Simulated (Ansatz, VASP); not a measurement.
## AlN: VASP beside Ansatz

```xyz
8
Lattice="-1.6378 2.8368 0.0000 0.0000 0.0000 4.1006 4.9135 2.8368 0.0000" Properties=species:S:1:pos:R:3 pbc="T T T"
Al   -0.3720    1.6432    3.0755
Al    1.6378    4.7280    3.0755
Al    1.6378    0.9456    1.0252
Al    3.2757    3.7824    1.0252
N     0.0000    1.8912    1.0252
N     1.6378    4.7280    1.0252
N     1.6378    0.9456    3.0755
N     3.2757    3.7824    3.0755
```

Alike in both runs: task single point; functional LDA; k mesh 8 × 6 × 4; occupations gaussian, width 0.05 eV; no spin polarisation.

|  | VASP | Ansatz |
| --- | --- | --- |
| version | VASP 6.6.1 | Ansatz 0.2.0 |
| potentials or method | VASP PAW LDA potentials, release 64 (Al, N), cutoff 520 eV | scalar-relativistic, plane waves, PAW |
| valence electrons in the cell | 32 | 32 |

```tsv
	VASP	Ansatz	Ansatz less VASP
gap on the k mesh at the Fermi level (eV)	2.54	2.53	-0.009
least direct gap on the mesh (eV)	2.61	2.60	-0.007
pressure (GPa)	15.6	14.7	-0.87
traceless stress, the component that is largest in VASP (GPa)	21.42	20.99	-0.429
rms of the force components (eV/Å)	5.987	5.915	-0.0727
```

Ansatz warns that its potentials were made for another functional, while VASP's fit it. LDA's correlation is that of Perdew and Zunger in VASP and of Perdew and Wang (1992) in Ansatz. Atom by atom the forces differ by 0.075 eV/Å (rms over components).
